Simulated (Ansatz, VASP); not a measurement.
# Cr: VASP beside Ansatz

```xyz
2
Lattice="0.0000 2.3682 2.3682 2.3682 0.0000 2.3682 2.3682 2.3682 0.0000" Properties=species:S:1:pos:R:3 pbc="T T T"
Cr    0.0000    0.0000    0.0000
Cr    2.3682    2.3682    2.3682
```

Alike in both runs: task single point; functional PBEsol; k mesh 13 × 13 × 13; occupations fermi-dirac, width 0.05 eV; collinear spin.

|  | VASP | Ansatz |
| --- | --- | --- |
| version | VASP 6.6.1 | Ansatz 0.2.0 |
| potentials or method | VASP PAW PBE potentials, release 64 (Cr_pv), cutoff 520 eV | plane waves (420 eV) with PAW, scalar-relativistic |
| valence electrons in the cell | 24 | 28 |

|  | VASP | Ansatz | Ansatz less VASP |
| --- | --- | --- | --- |
| pressure (GPa) | -9.1 | -10.1 | -1.01 |
| net moment per atom (μB) | 0.00 | 0.00 | 0.000 |
| size of the moment on the site where the two differ most (μB) | 1.25 | 1.02 | -0.226 |

VASP's potentials were made for PBE, not for PBEsol, and Ansatz warns of the same on its side. Site moments also hang on the region over which each program counts them. VASP's potentials hold 24 valence electrons a cell and Ansatz's 28, so a difference there can come from the potentials and not from the codes.
